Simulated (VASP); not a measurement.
A run of VASP 6.6.1:

Contents of POSCAR:

```
MgCd3S4
1.0
   -2.7181393454      2.7181393454      5.4482011681
    2.7181393454     -2.7181393454      5.4482011681
    2.7181393454      2.7181393454     -5.4482011681
Mg Cd S
1 3 4
Direct
    0.5000000000      0.5000000000      0.0000000000
    0.0000000000      0.0000000000      0.0000000000
    0.7500000000      0.2500000000      0.5000000000
    0.2500000000      0.7500000000      0.5000000000
    0.7417413249      0.7417413249      0.0000000000
    0.5000000000      0.0000000000      0.5000000000
    0.2582586751      0.2582586751      0.0000000000
    0.0000000000      0.5000000000      0.5000000000
```

The input INCAR.step1:

```
PREC = Accurate ; ENCUT = 520
EDIFF = 1E-6 ; ISMEAR = 0
SIGMA = 0.01 ; LREAL = F
LASPH = T ; NELM = 60
ALGO = Normal ; ISIF = 2
LWAVE = F ; LCHARG = T
GGA = PE ; NBANDS = 41
```

The input KPOINTS.step1:

```
regular mesh
0
Gamma
  10 10 10
```

INCAR.step2

```
PREC = Accurate ; ENCUT = 520
EDIFF = 1E-6 ; ISMEAR = -5
SIGMA = 0.01 ; LREAL = F
LASPH = T ; NELM = 60
ALGO = Normal ; ISIF = 2
LWAVE = F ; LCHARG = F
GGA = PE ; LORBIT = 10
NBANDS = 41 ; NEDOS = 1001
ICHARG = 11
```

The input KPOINTS.step2:

```
regular mesh
0
Gamma
  15 15 15
```

Potentials or basis: VASP PAW PBE potentials, release 64 (Mg, Cd, S).

Run with:

```bash
$ cat potpaw_PBE.64/Mg/POTCAR potpaw_PBE.64/Cd/POTCAR potpaw_PBE.64/S/POTCAR > POTCAR
$ cp INCAR.step1 INCAR
$ cp KPOINTS.step1 KPOINTS
$ mpirun -np 1 vasp_std > vasp.out
$ cp INCAR.step2 INCAR
$ cp KPOINTS.step2 KPOINTS
$ mpirun -np 1 vasp_std > vasp.out
```

Hardware: 1 thread of Oxide Virtual Turin-like Processor, on a shared host.

Question: Estimate the wall time of this run.

Answer: It took 57 min on 1 thread of Oxide Virtual Turin-like Processor (shared host), peak memory 1.5 GiB. Counts: k points 288.
